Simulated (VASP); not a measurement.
AlN: single point with LDA

Crystal: AlN.

```
CELL_PARAMETERS angstrom
-1.63784 2.83682 0.00000
0.00000 0.00000 4.10063
4.91352 2.83682 0.00000
ATOMIC_POSITIONS crystal
Al 0.50000 0.75000 0.16667
Al 0.00000 0.75000 0.66667
Al 0.00000 0.25000 0.33333
Al 0.50000 0.25000 0.83333
N 0.50000 0.25000 0.16667
N 0.00000 0.25000 0.66667
N 0.00000 0.75000 0.33333
N 0.50000 0.75000 0.83333
```

| Property | Result |
| --- | --- |
| Program | VASP 6.6.1 |
| Task | single point |
| Functional | LDA |
| Potentials or basis | VASP PAW LDA potentials, release 64 (Al, N) |
| Cutoff | 520 eV |
| k mesh | 8 × 6 × 4 |
| Occupations | gaussian, width 0.05 eV |
| Spin | no spin polarisation |

The pressure is 0.6 GPa and the band gap on the k mesh is 3.63 eV.

Stress tensor (GPa, compression positive):
```
0.70 0.00 0.00
0.00 0.70 0.00
0.00 0.00 0.46
```

Levels at points of the mesh, in eV from the valence-band top:
| k point | band 13 | band 14 | band 15 | band 16 | band 17 | band 18 | band 19 | band 20 |
| --- | --- | --- | --- | --- | --- | --- | --- | --- |
| (0.00, 0.00, 0.00) | -1.63 | -1.63 | -1.41 | 0.00 | 3.63 | 3.84 | 4.59 | 7.23 |
| (0.50, 0.00, 0.00) | -2.79 | -2.79 | -2.18 | -2.18 | 5.64 | 5.64 | 5.81 | 5.81 |
| (0.00, 0.50, 0.00) | -2.55 | -2.55 | -1.79 | -1.79 | 5.15 | 5.15 | 5.87 | 5.87 |
| (0.50, 0.50, 0.00) | -1.04 | -1.04 | -1.04 | -1.04 | 6.17 | 6.17 | 6.17 | 6.17 |
| (0.00, 0.00, 0.50) | -1.42 | -1.42 | -1.17 | -1.17 | 4.80 | 4.80 | 6.40 | 6.40 |
| (0.50, 0.00, 0.50) | -3.02 | -3.02 | -1.41 | -1.41 | 3.84 | 3.84 | 7.23 | 7.23 |
| (0.00, 0.50, 0.50) | -1.91 | -1.91 | -1.91 | -1.91 | 5.42 | 5.42 | 5.42 | 5.42 |
| (0.50, 0.50, 0.50) | -1.79 | -1.79 | -1.79 | -1.79 | 5.15 | 5.15 | 5.15 | 5.15 |

Run time: 42 s on 1 thread of Intel(R) Xeon(R) Platinum 8488C (Sapphire Rapids), with other jobs on the host, peak memory 0.2 GiB.

A k mesh can miss the band edges.
